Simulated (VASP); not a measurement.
# PbO (P6_3/mmc) in VASP: vibrations by perturbation theory with PBEsol

Aim: the vibrations by perturbation theory of PbO with PBEsol.

All numbers are computed with VASP 6.6.1; they aren't measurements. Logs are shortened: lines on timing, memory, paths and dates and some standing lists are left out, and cuts for length are marked.

## (1) The cell of the first run

The structure is hexagonal, space group P6_3/mmc (No. 194). The conventional cell has a = 4.240 Å, b = 4.240 Å, c = 5.243 Å, α = 90.00°, β = 90.00°, γ = 120.00°. Pb (site symmetry -6m2) has 5 O at 2.45 to 2.62 Å within 3.2 Å. Within 3.2 Å of O (site symmetry -6m2) lie 5 Pb at 2.45 to 2.62 Å.

## (2) Vibrations by perturbation theory, PBEsol

Contents of INCAR:

```
  PREC = Accurate
  ENCUT = 520
  EDIFF = 1E-8
  ISMEAR = 0
  SIGMA = 0.01
  LREAL = False
  LASPH = True
  NELM = 100
  ALGO = Normal
  ISIF = 2
  LWAVE = False
  LCHARG = False
  GGA = PS
  NBANDS = 28
  IBRION = 8
  NSW = 1
  LEPSILON = True
```

Contents of KPOINTS:

```
regular mesh
0
Gamma
  6 6 4
```

Contents of POSCAR:

```
PbO
1.0
    4.2395670736      0.0000000000      0.0000000000
   -2.1197835368      3.6715727868      0.0000000000
    0.0000000000      0.0000000000      5.2427706714
Pb O
2 2
Direct
    0.3333333333      0.6666666667      0.2500000000
    0.6666666667      0.3333333333      0.7500000000
    0.6666666667      0.3333333333      0.2500000000
    0.3333333333      0.6666666667      0.7500000000
```

Potentials or basis: VASP PAW PBE potentials, release 64 (Pb_d, O).

On the command line:

```sh
$ cat potpaw_PBE.64/Pb_d/POTCAR potpaw_PBE.64/O/POTCAR > POTCAR
$ mpirun -np 1 vasp_std > vasp.out
```

OUTCAR:

```text
PREC = Accurate
   ENCUT = 520
   EDIFF = 1E-8
   ISMEAR = 0
   LREAL = False
   LASPH = True
   NELM = 100
   ISIF = 2
   GGA = PS
   IBRION = 8
   NSW = 1
   LEPSILON = True

 ion  position               nearest neighbor table
   1  0.333  0.667  0.250-   3 2.45   3 2.45   3 2.45   4 2.62   4 2.62   2 3.59   2 3.59   2 3.59
                             2 3.59   2 3.59   2 3.59
   2  0.667  0.333  0.750-   4 2.45   4 2.45   4 2.45   3 2.62   3 2.62   1 3.59   1 3.59   1 3.59
                             1 3.59   1 3.59   1 3.59
   3  0.667  0.333  0.250-   1 2.45   1 2.45   1 2.45   2 2.62   2 2.62
   4  0.333  0.667  0.750-   2 2.45   2 2.45   2 2.45   1 2.62   1 2.62

  LATTYP: Found a hexagonal cell.
 ALAT       =     4.2395670736
 C/A-ratio  =     1.2366287832

  Lattice vectors:

 A1 = (   4.2395670736,   0.0000000000,   0.0000000000)
 A2 = (  -2.1197835368,   3.6715727868,   0.0000000000)
 A3 = (   0.0000000000,   0.0000000000,   5.2427706714)

Analysis of symmetry for initial positions (statically):
=====================================================================
 Subroutine PRICEL returns:
 Original cell was already a primitive cell.

 Routine SETGRP: Setting up the symmetry group for a
 hexagonal supercell.

 Subroutine GETGRP returns: Found 24 space group operations
 (whereof 12 operations were pure point group operations)
 out of a pool of 24 trial point group operations.

The static configuration has the point symmetry D_3d.
 The point group associated with its full space group is D_6h.

Analysis of symmetry for dynamics (positions and initial velocities):
=====================================================================
 Subroutine PRICEL returns:
 Original cell was already a primitive cell.

 Routine SETGRP: Setting up the symmetry group for a
 hexagonal supercell.

 Subroutine GETGRP returns: Found 24 space group operations
 (whereof 12 operations were pure point group operations)
 out of a pool of 24 trial point group operations.

The dynamic configuration has the point symmetry D_3d.
 The point group associated with its full space group is D_6h.

 Subroutine INISYM returns: Found 24 space group operations
 (whereof 12 operations are pure point group operations),
 and found     1 'primitive' translations

----------------------------------------------------------------------------------------

                                     Primitive cell

  volume of cell :      81.6083

  direct lattice vectors                    reciprocal lattice vectors
     4.239567074  0.000000000  0.000000000     0.235873140  0.136181421  0.000000000
    -2.119783537  3.671572787  0.000000000     0.000000000  0.272362842  0.000000000
     0.000000000  0.000000000  5.242770671     0.000000000  0.000000000  0.190738841

  length of vectors
     4.239567074  4.239567074  5.242770671     0.272362842  0.272362842  0.190738841

  position of ions in fractional coordinates (direct lattice)
     0.333333333  0.666666667  0.250000000
     0.666666667  0.333333333  0.750000000
     0.666666667  0.333333333  0.250000000
     0.333333333  0.666666667  0.750000000

  ion indices of the primitive-cell ions
   primitive index   ion index
                 1           1
                 2           2
[... 842 lines left out ...]

------------------------ aborting loop because EDIFF is reached ----------------------------------------

[... ionic steps 11 to 11 ...]

--------------------------------------- Ionic step       12  -------------------------------------------

 Free energy of the ion-electron system (eV)
  ---------------------------------------------------
  ---------------------------------------------------
  free energy    TOTEN  =        -0.37215735 eV

  energy without entropy =       -0.37215735

------------------------ aborting loop because EDIFF is reached ----------------------------------------

 INTERNAL STRAIN TENSOR  FOR ION    3  DIRECTION 3   (eV/Angst):
 -----------------------------------------------------------------------------
     0.00710 -0.00000  0.00000
     0.00000  0.00710 -0.00000
     0.00000 -0.00000 -0.00157

 MACROSCOPIC STATIC DIELECTRIC TENSOR (including local field effects in DFT)
 ------------------------------------------------------
           8.649749     0.000000     0.000000
           0.000000     8.649749     0.000000
           0.000000     0.000000    13.836782
 ------------------------------------------------------

 PIEZOELECTRIC TENSOR (including local field effects)  for field in x, y, z        (e  Angst)
          XX          YY          ZZ          XY          YZ          ZX
  --------------------------------------------------------------------------------
  x     0.00000     0.00000     0.00000     0.00000     0.00000     0.00000
  y     0.00000     0.00000     0.00000     0.00000     0.00000     0.00000
  z     0.00000     0.00000     0.00000     0.00000     0.00000     0.00000

 PIEZOELECTRIC TENSOR (including local field effects)  for field in x, y, z        (C/m^2)
          XX          YY          ZZ          XY          YZ          ZX
  --------------------------------------------------------------------------------
  x     0.00000     0.00000     0.00000     0.00000     0.00000     0.00000
  y     0.00000     0.00000     0.00000     0.00000     0.00000     0.00000
  z     0.00000     0.00000     0.00000     0.00000     0.00000     0.00000

 BORN EFFECTIVE CHARGES (including local field effects) (in |e|, cummulative output)
 ---------------------------------------------------------------------------------
 ion    1
    1     2.37301     0.00000     0.00000
    2     0.00000     2.37301     0.00000
    3     0.00000     0.00000     3.64192
 ion    2
    1     2.37301     0.00000     0.00000
    2     0.00000     2.37301     0.00000
    3     0.00000     0.00000     3.64192
 ion    3
    1    -2.37301     0.00000     0.00000
    2     0.00000    -2.37301     0.00000
    3     0.00000    -0.00000    -3.64192
 ion    4
    1    -2.37301     0.00000     0.00000
    2     0.00000    -2.37301     0.00000
    3     0.00000     0.00000    -3.64192

 INTERNAL STRAIN TENSOR FOR ION    4 for displacements in x,y,z  (eV/Angst):
          X           Y           Z          XY          YZ          ZX
  --------------------------------------------------------------------------------
  x     0.00000     0.00000     0.00000    -0.73278     0.00000     0.00000
  y    -0.73278     0.73278    -0.00000     0.00000     0.00000     0.00000
  z    -0.00000    -0.00000     0.00000     0.00000     0.00000     0.00000

 SECOND DERIVATIVES (NOT SYMMETRIZED)
 ------------------------------------
               1X          1Y          1Z          2X          2Y          2Z          3X          3Y          3Z          4X          4Y          4Z
  1X    -4.684703    0.000000    0.000000    1.264189    0.000000    0.000000    3.142172   -0.000000    0.000000    0.278342    0.000000    0.000000
  1Y     0.000000   -4.684703    0.000000    0.000000    1.264189    0.000000    0.000000    3.142172    0.000000   -0.000000    0.278342    0.000000
  1Z     0.000000    0.000000   -2.911909   -0.000000    0.000000    3.776062    0.000000    0.000000    0.574011    0.000000    0.000000   -1.438163
  2X     1.264189    0.000000    0.000000   -4.684703    0.000000    0.000000    0.278342    0.000000    0.000000    3.142172   -0.000000    0.000000
  2Y     0.000000    1.264189    0.000000    0.000000   -4.684703    0.000000   -0.000000    0.278342    0.000000    0.000000    3.142172    0.000000
  2Z    -0.000000    0.000000    3.776062    0.000000    0.000000   -2.911909    0.000000    0.000000   -1.438163    0.000000    0.000000    0.574011
  3X     3.144650    0.000000    0.000000    0.278126   -0.000000    0.000000   -3.019924    0.000000    0.000000   -0.402851    0.000000    0.000000
  3Y     0.000000    3.144650    0.000000    0.000000    0.278126    0.000000    0.000000   -3.019924    0.000000    0.000000   -0.402851    0.000000
  3Z     0.000000    0.000000    0.551191    0.000000   -0.000000   -1.415705    0.000000    0.000000    1.533874   -0.000000    0.000000   -0.669360
  4X     0.278126   -0.000000    0.000000    3.144650    0.000000    0.000000   -0.402851    0.000000    0.000000   -3.019924    0.000000    0.000000
  4Y     0.000000    0.278126    0.000000    0.000000    3.144650    0.000000    0.000000   -0.402851    0.000000    0.000000   -3.019924    0.000000
  4Z     0.000000   -0.000000   -1.415705    0.000000    0.000000    0.551191   -0.000000    0.000000   -0.669360    0.000000    0.000000    1.533874

 Eigenvectors and eigenvalues of the dynamical matrix
 ----------------------------------------------------

   1 f  =    7.504502 THz    47.152178 2PiTHz  250.323248 cm-1    31.036113 meV
             X         Y         Z           dx          dy          dz
     -0.000000  2.447715  1.310693     0.000003   -0.189263    0.000000
      2.119784  1.223858  3.932078     0.000003   -0.189263    0.000000
      2.119784  1.223858  1.310693    -0.000010    0.681307    0.000000
     -0.000000  2.447715  3.932078    -0.000010    0.681307    0.000000
[... 71 lines left out ...]
  12 f/i=    5.941845 THz    37.333711 2PiTHz  198.198603 cm-1    24.573484 meV
             X         Y         Z           dx          dy          dz
     -0.000000  2.447715  1.310693     0.000000   -0.000000   -0.135679
      2.119784  1.223858  3.932078     0.000000   -0.000000    0.135679
      2.119784  1.223858  1.310693    -0.000000    0.000000   -0.693968
     -0.000000  2.447715  3.932078     0.000000   -0.000000    0.693968

--------------------------------------------------------------------------------------------------------

 MACROSCOPIC STATIC DIELECTRIC TENSOR IONIC CONTRIBUTION
 ------------------------------------------------------
           7.298363    -0.000000     0.000000
          -0.000000     7.298363    -0.000000
           0.000000    -0.000000    -0.000000
 ------------------------------------------------------

 ELASTIC MODULI CONTR FROM IONIC RELAXATION (kBar)
 Direction    XX          YY          ZZ          XY          YZ          ZX
 --------------------------------------------------------------------------------
 XX        -140.9220    140.9220      0.0000      0.0000      0.0000     -0.0000
 YY         140.9220   -140.9220     -0.0000     -0.0000     -0.0000      0.0000
 ZZ           0.0000     -0.0000     -0.0000     -0.0000     -0.0000      0.0000
 XY           0.0000     -0.0000     -0.0000   -140.9220      0.0000      0.0000
 YZ           0.0000     -0.0000     -0.0000      0.0000     -0.0000      0.0000
 ZX          -0.0000      0.0000      0.0000      0.0000      0.0000     -0.0000
 --------------------------------------------------------------------------------

 PIEZOELECTRIC TENSOR IONIC CONTR  for field in x, y, z        (C/m^2)
          XX          YY          ZZ          XY          YZ          ZX
  --------------------------------------------------------------------------------
  x    -0.00000     0.00000     0.00000     0.00000     0.00000    -0.00000
  y     0.00000    -0.00000    -0.00000     0.00000    -0.00000     0.00000
  z    -0.00000     0.00000     0.00000    -0.00000    -0.00000     0.00000
```

Wall time 9.5 min (1 thread of Intel Xeon Platinum 8488C (Sapphire Rapids), shared host); peak memory 0.49 GiB.

What came out:

| Item | Value |
| --- | --- |
| Electronic dielectric tensor (diagonal) | 8.65, 8.65, 13.84 |
| Born charges (mean of the diagonal) | Pb +2.80; O -2.80 e |
| Highest phonon frequency at Γ, LO-TO splitting left out | 250 cm⁻¹ |
| Most unstable mode | 198i cm⁻¹ |

Phonon frequencies in cm⁻¹ (negative: imaginary):
```
              q point                                frequencies
(0.000, 0.000, 0.000)  -198 -126 0 0 0 58 58 103 221 221 250 250
```

Electronic dielectric tensor:
```
 8.65  0.00  0.00
 0.00  8.65  0.00
 0.00  0.00 13.84
```

Born effective charge tensors (e):
atom 1, Pb
```
2.37 0.00 0.00
0.00 2.37 0.00
0.00 0.00 3.64
```
atom 2, Pb
```
2.37 0.00 0.00
0.00 2.37 0.00
0.00 0.00 3.64
```
atom 3, O
```
-2.37  0.00  0.00
 0.00 -2.37  0.00
 0.00  0.00 -3.64
```
atom 4, O
```
-2.37  0.00  0.00
 0.00 -2.37  0.00
 0.00  0.00 -3.64
```

Caveat: some modes are imaginary; spin-orbit coupling is left out, which moves the levels of the heavy elements.
